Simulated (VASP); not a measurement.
# HF in VASP: notebook, part 2 of 2

VASP 6.6.1. Earlier steps stand in the parts before.

## (5) Molecular dynamics, PBE

File INCAR:

```
PREC     = Normal         # precision mode
ENCUT    = 440            # plane-wave cutoff, eV
EDIFF    = 1E-5           # SCF threshold, eV
ISMEAR   = -1             # smearing method
SIGMA    = 0.05           # smearing width, eV
LREAL    = False          # projectors in reciprocal space
LASPH    = True           # aspherical terms in the spheres
NELM     = 120            # most SCF steps
ALGO     = Normal         # electronic algorithm
ISIF     = 2              # what is computed and relaxed
LWAVE    = False          # write WAVECAR
LCHARG   = False          # write CHGCAR
GGA      = PE             # functional
NBANDS   = 56             # bands
IBRION   = 0              # ionic algorithm
NSW      = 40             # ionic steps
POTIM    = 0.5            # step
TEBEG    = 300.0        
TEEND    = 300.0        
ISYM     = 0            
NELMIN   = 4            
RANDOM_SEED= 162760 0 0   
MDALGO   = 3            
LANGEVIN_GAMMA= 20 20        
GGA_COMPAT= False        
MAXMIX   = 40
```

File KPOINTS:

```
regular mesh
0
Gamma
  1 1 1
```

File POSCAR:

```
HF
1.0
    6.9795320000      0.0000000000      0.0000000000
    0.0000000000      6.9795320000      0.0000000000
    0.0000000000      0.0000000000      6.9795320000
F H
10 10
Direct
    0.4874500600      0.1378826700      0.2694428800
    0.5750511100      0.4685186100      0.5763190200
    0.1840040900      0.4105685300      0.3851178300
    0.7029391400      0.5764190900      0.2576739600
    0.8952002500      0.1885124700      0.3833255000
    0.9267255800      0.8377700200      1.0131025900
    0.2108881800      0.0526682100      0.0601219500
    0.3654185400      0.6286948400      1.1169088100
    0.8805434800      0.9581845200      0.6612493700
    0.3928692700      0.6792168100      0.7671407700
    0.3954366700      0.0805557800      0.1920277800
    0.6473504700      0.5210559100      0.4764265800
    0.1900257400      0.4885241300      0.2779056900
    0.5888820900      0.6081872800      0.1999017300
    0.9906055300      0.2873974100      0.3848471600
    0.9607591700      0.8763297000      0.8817356100
    0.1141090400     -0.0349640200      0.0872307200
    0.3760441800      0.6613860000      0.9793912200
    0.8949344400      1.0507062700      0.5575366400
    0.4786651100      0.5897990000      0.6964310500
```

Started as:

```bash
$ cat potpaw_PBE.64/F/POTCAR potpaw_PBE.64/H/POTCAR > POTCAR
$ mpirun -np 1 vasp_gam > vasp.out
```

It took 8.8 min on 1 thread of Intel Xeon 8259CL, shared host; peak memory 0.22 GiB.

Caveat: the k points lie up to 0.90 Å⁻¹ apart; the cutoff is under 1.25 times the usual one of these potentials, so pressure, stress and relaxed cells hold a basis-set (Pulay) error.

## (6) Single point, PBE

File INCAR:

```
ALGO     = Normal         # electronic algorithm
EDIFF    = 1E-6           # SCF threshold, eV
ENCUT    = 520            # plane-wave cutoff, eV
GGA      = PE             # functional
ISIF     = 2              # what is computed and relaxed
ISMEAR   = -1             # smearing method
LASPH    = True           # aspherical terms in the spheres
LCHARG   = False          # write CHGCAR
LREAL    = Auto         
LWAVE    = False          # write WAVECAR
NBANDS   = 56             # bands
NELM     = 100            # most SCF steps
PREC     = Accurate       # precision mode
SIGMA    = 0.05           # smearing width, eV
```

File KPOINTS:

```
k-points
0
Gamma
  1 1 1
```

File POSCAR:

```
HF
1.0
    6.9795320000      0.0000000000      0.0000000000
    0.0000000000      6.9795320000      0.0000000000
    0.0000000000      0.0000000000      6.9795320000
F H
10 10
Direct
    0.5338668060      0.1696862443      0.2002821448
    0.6143223858      0.4656606871      0.6166561763
    0.1915088958      0.4741964835      0.3809362874
    0.7306891460      0.5908303776      0.3101613987
    0.9409643029      0.2227485335      0.4302767605
    0.9855864519      0.8368287579      0.8846452395
    0.1954580843      0.0532436848      0.0806718364
    0.4218841922      0.5926125040      1.1220431603
    0.7867912207      0.9564315093      0.6153303337
    0.3906552538      0.6615502346      0.7907145047
    0.4200086793      0.1154103587      0.1498820700
    0.6647812268      0.5128437847      0.4931884354
    0.2638034174      0.5042074570      0.2677633294
    0.6238003592      0.5890896742      0.2221839503
    1.0452312997      0.3101427171      0.4030652331
    0.9090622827      0.8849581778      0.7776123565
    0.1223379604     -0.0280417537     -0.0059210349
    0.4071619565      0.6208044974      0.9797874008
    0.8451891380      1.0587892220      0.5422899539
    0.4818240405      0.5841917483      0.7117397632
```

Potentials or basis: VASP PAW PBE potentials, release 64 (F, H).

Started as:

```bash
$ cat potpaw_PBE.64/F/POTCAR potpaw_PBE.64/H/POTCAR > POTCAR
$ mpirun -np 1 vasp_gam > vasp.out
```

Run time: 20 s. Hardware: 1 thread of Intel Xeon 6975P-C (Granite Rapids), shared host; peak memory 0.34 GiB.

It converged, with:

- Free energy: -82.7448 eV
- Pressure: -0.1 GPa
- Largest force: 0.324 eV/Å

Forces in eV/Å, atoms in the order of the input:
```
F    0.191  0.104  0.073
F   -0.086 -0.001  0.183
F   -0.114 -0.083  0.161
F    0.121 -0.014  0.164
F   -0.204 -0.092 -0.055
F    0.135 -0.043  0.118
F    0.066  0.027 -0.048
F    0.010 -0.042  0.177
F    0.000 -0.164  0.165
F   -0.071  0.057  0.178
H   -0.271 -0.130 -0.121
H    0.100  0.060 -0.183
H    0.115  0.048 -0.163
H   -0.202  0.005 -0.151
H    0.142  0.078  0.028
H   -0.082  0.126 -0.135
H   -0.097 -0.011  0.075
H   -0.036  0.045 -0.233
H    0.143  0.168 -0.114
H    0.142 -0.141 -0.119
```

Stress tensor (GPa, compression positive):
```
-0.15 -0.13 -0.02
-0.13 -0.32 -0.03
-0.02 -0.03  0.05
```

Levels at points of the mesh, in eV from the Fermi level:
```tsv
k point	band 37	band 38	band 39	band 40	band 41	band 42	band 43	band 44
(0.00, 0.00, 0.00)	-1.98	-1.90	-1.26	-1.23	5.49	8.35	8.75	8.91
```

Caveat: the k points lie up to 0.90 Å⁻¹ apart.

## (7) The runs side by side

```tsv
task	cell	cutoff (eV)	pressure (GPa)	largest force (eV/Å)
single point	as given, atomic positions A	520	0.1	2.26
single point	as given, atomic positions B	520	0.3	1.69
single point	as given, atomic positions C	520	0.9	2.13
molecular dynamics	as given, atomic positions D	440	-	-
single point	as given, atomic positions E	520	-0.1	0.32
```

Alike in all rows: level PBE; potentials or basis VASP PAW PBE potentials, release 64 (F, H); no spin polarisation; k mesh 1 × 1 × 1; smearing fermi-dirac 0.05 eV.

Caveats: all runs use coarse meshes; the atoms stand as in a frame of molecular dynamics (at least some runs); the cutoff is under 1.25 times the usual one of these potentials, so pressure, stress and relaxed cells hold a basis-set (Pulay) error (at least some runs).

Total energies depend on the potentials used, so only differences within one code and one set of settings carry meaning.
